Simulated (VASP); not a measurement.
Wanted: the native input for a VASP 6.6.1 run.

- Task: single point
- Functional: PBE
- Potentials or basis: VASP PAW PBE potentials, release 64 (Mg)
- Cutoff: 520 eV
- k mesh: 16 × 16 × 10
- Occupations: gaussian, width 0.05 eV
- Spin: no spin polarisation
- Dipole correction: no
- Further INCAR settings: ALGO = Fast; EDIFF = 1e-07; NBANDS = 9

The structure of Mg lies in POSCAR:

```
Mg
1.0
    3.1542139887      0.0000000000      0.0000000000
   -1.5771069944      2.7316294432      0.0000000000
    0.0000000000      0.0000000000      5.1137900264
Mg
2
Direct
    0.3333333333      0.6666666667      0.2500000000
    0.6666666667      0.3333333333      0.7500000000
```

This cell differs from its parent crystal: volume scaled by 0.960.

One way to write it, as run:

INCAR

```
ALGO     = Fast           # electronic algorithm
EDIFF    = 1E-7           # SCF threshold, eV
ENCUT    = 520            # plane-wave cutoff, eV
GGA      = PE             # functional
ISIF     = 2              # what is computed and relaxed
ISMEAR   = 0              # smearing method
LASPH    = True           # aspherical terms in the spheres
LCHARG   = True           # write CHGCAR
LELF     = True           # ELF
LREAL    = False          # projectors in reciprocal space
LVHAR    = True         
LWAVE    = False          # write WAVECAR
NBANDS   = 9              # bands
NELM     = 100            # most SCF steps
PREC     = Accurate       # precision mode
SIGMA    = 0.05           # smearing width, eV
```

KPOINTS

```
k-points
0
Gamma
  16 16 10
```

Potentials or basis: VASP PAW PBE potentials, release 64 (Mg).

Launch:

```bash
$ cat potpaw_PBE.64/Mg/POTCAR > POTCAR
$ mpirun -np 1 vasp_std > vasp.out
```

It gave:

```yaml
Pressure: 1.5 GPa
Band_gap_on_the_k_mesh: zero (band 2 reaches 3.86 eV, above the bottom of band 3 at 1.63 eV)
```

Run time: 22 s on 1 thread of Intel(R) Xeon(R) Platinum 8375C CPU @ 2.90GHz (Ice Lake), with other jobs on the host, peak memory 0.2 GiB.
